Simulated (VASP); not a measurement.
Set up this calculation in VASP 6.6.1, as the native input.

| Property | Result |
| --- | --- |
| Task | single point |
| Functional | LDA |
| Potentials or basis | VASP PAW LDA potentials, release 64 (Ti_sv, Al) |
| Cutoff | 520 eV |
| k mesh | 10 × 10 × 10 |
| Occupations | fermi-dirac, width 0.05 eV |
| Spin | no spin polarisation |
| Dipole correction | no |
| Further INCAR settings | ALGO = Fast; EDIFF = 1e-06; NBANDS = 18 |

The structure of TiAl3 lies in POSCAR:

```
TiAl3
1.0
   -1.9485889690      1.9485889690      4.3646247916
    1.9485889690     -1.9485889690      4.3646247916
    1.9485889690      1.9485889690     -4.3646247916
Ti Al
1 3
Direct
    0.0000000000      0.0000000000      0.0000000000
    0.2500000000      0.7500000000      0.5000000000
    0.7500000000      0.2500000000      0.5000000000
    0.5000000000      0.5000000000      0.0000000000
```

These files were run (other wordings do the same):

INCAR

```
ALGO = Fast
EDIFF = 1E-6
ENCUT = 520
ISIF = 2
ISMEAR = -1
LASPH = T
LCHARG = F
LREAL = F
LWAVE = F
NBANDS = 18
NELM = 60
PREC = Accurate
SIGMA = 0.05
```

KPOINTS

```
k-points
0
Gamma
  10 10 10
```

Potentials or basis: VASP PAW LDA potentials, release 64 (Ti_sv, Al).

The run is started by

```sh
$ cat potpaw_LDA.64/Ti_sv/POTCAR potpaw_LDA.64/Al/POTCAR > POTCAR
$ mpirun -np 1 vasp_std > vasp.out
```

Results of the run:

The pressure is -8.6 GPa.

It took 3.2 min on 1 thread of Intel(R) Xeon(R) 6975P-C (Granite Rapids), on a shared host, peak memory 0.27 GiB.
